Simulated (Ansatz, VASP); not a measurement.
## Be4Sb3 in VASP and in Ansatz

```xyz
7
Lattice="-3.2099 3.2099 3.2099 3.2099 -3.2099 3.2099 3.2099 3.2099 -3.2099" Properties=species:S:1:pos:R:3 pbc="T T T"
Be    1.6049    1.6049    1.6049
Be    1.6049    1.6049   -1.6049
Be    1.6049   -1.6049    1.6049
Be   -1.6049    1.6049    1.6049
Sb    3.2099    0.0000    0.0000
Sb    0.0000    3.2099    0.0000
Sb    0.0000    0.0000    3.2099
```

Alike in both runs: task single point; functional PBE; k mesh 8 × 8 × 8; occupations gaussian, width 0.1 eV; no spin polarisation.

|  | VASP | Ansatz |
| --- | --- | --- |
| version | VASP 6.6.1 | Ansatz 0.2.0 |
| potentials or method | VASP PAW PBE potentials, release 64 (Be, Sb), cutoff 520 eV | scalar-relativistic, plane waves, PAW |
| valence electrons in the cell | 23 | 53 |

Ansatz gave:

- gap on the k mesh at the Fermi level (eV): none
- pressure (GPa): 0.0

Q: What did VASP give for the same quantities?

A: gap on the k mesh at the Fermi level (eV): none; pressure (GPa): 0.1.

A gap of «none» marks a metal or a gap that the smearing closes. The functional is the same, so the differences come from potentials, cutoffs and numerics. VASP's potentials hold 23 valence electrons a cell and Ansatz's 53, so a difference there can come from the potentials and not from the codes.

Neither program's run includes spin-orbit coupling.
